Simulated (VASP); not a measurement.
A run of VASP 6.6.1 is set up as follows.

Contents of INCAR:

```
SYSTEM = Al
PREC = Accurate
ENCUT = 520
EDIFF = 1E-6
ISMEAR = 0
SIGMA = 0.15
LREAL = .FALSE.
LASPH = .TRUE.
NELM = 60
ALGO = Normal
ISIF = 2
LWAVE = .FALSE.
LCHARG = .FALSE.
GGA = PS
NBANDS = 10
```

File KPOINTS:

```
Automatic mesh
0
G
  18 18 10
  0 0 0
```

File POSCAR:

```
Al
1.0
    2.8496988417      0.0000000000      0.0000000000
   -1.4248494208      2.4679115900      0.0000000000
    0.0000000000      0.0000000000      4.5641000000
Al
2
Direct
    0.6666666667      0.3333333333      0.7500000000
    0.3333333333      0.6666666667      0.2500000000
```

Potentials or basis: VASP PAW PBE potentials, release 64 (Al).

Launch:

```sh
$ cat potpaw_PBE.64/Al/POTCAR > POTCAR
$ mpirun -np 1 vasp_std > vasp.out
```

**Question.** Predict the pressure.

**Answer.** 1.4 GPa.

**Question.** What does it give for the band gap on the k mesh?

**Answer.** Zero (bands 3 and 4 overlap by 7.77 eV).

Stress tensor (GPa, compression positive):
```
0.82 0.00 0.00
0.00 0.82 0.00
0.00 0.00 2.60
```

Caveat: the PAW data sets were made with another functional, which shifts forces and pressure a little.
